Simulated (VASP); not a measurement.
A run of VASP 6.6.1 is set up as follows.

File INCAR:

```
PREC     = Accurate       # precision mode
ENCUT    = 520            # plane-wave cutoff, eV
EDIFF    = 1E-6           # SCF threshold, eV
ISMEAR   = 0              # smearing method
SIGMA    = 0.1            # smearing width, eV
LREAL    = F              # projectors in reciprocal space
LASPH    = T              # aspherical terms in the spheres
NELM     = 150            # most SCF steps
ALGO     = Normal         # electronic algorithm
ISIF     = 2              # what is computed and relaxed
LWAVE    = F              # write WAVECAR
LCHARG   = F              # write CHGCAR
ISPIN    = 2              # spin polarisation
MAGMOM   = 3.76 0.37      # initial moments
LORBIT   = 11             # projections on sites
LMAXMIX  = 4              # l up to which the mixer works
GGA      = PS             # functional
NBANDS   = 18             # bands
```

The input KPOINTS:

```
regular mesh
0
Gamma
  18 18 18
```

The input POSCAR:

```
FeO
1.0
    0.0000000000      2.1914780704      2.1914780704
    2.1914780704      0.0000000000      2.1914780704
    2.1914780704      2.1914780704      0.0000000000
Fe O
1 1
Direct
    0.0000000000      0.0000000000      0.0000000000
    0.5000000000      0.5000000000      0.5000000000
```

Potentials or basis: VASP PAW PBE potentials, release 64 (Fe, O).

Launch:

```bash
$ cat potpaw_PBE.64/Fe/POTCAR potpaw_PBE.64/O/POTCAR > POTCAR
$ mpirun -np 1 vasp_std > vasp.out
```

Question: What does it give for the net moment?

Answer: 4.00 μB per cell.

Question: Predict the pressure.

Answer: -16.0 GPa.

Question: Estimate the site moments.

Answer: Fe +3.62; O +0.29 μB.

Question: Estimate the band gap on the k mesh.

Answer: Zero (filled and empty bands overlap).

Caveat: the cell stands under tension; the PAW data sets were made with another functional, which shifts forces and pressure a little; a cell with one magnetic atom can't hold antiferromagnetic order, which such compounds often take; semilocal functionals often make such compounds metallic where correlation or magnetic order opens a gap, which also shifts bond lengths. With open d or f shells a metallic result of PBEsol can be an artefact of self-interaction; +U or a hybrid may open a gap.
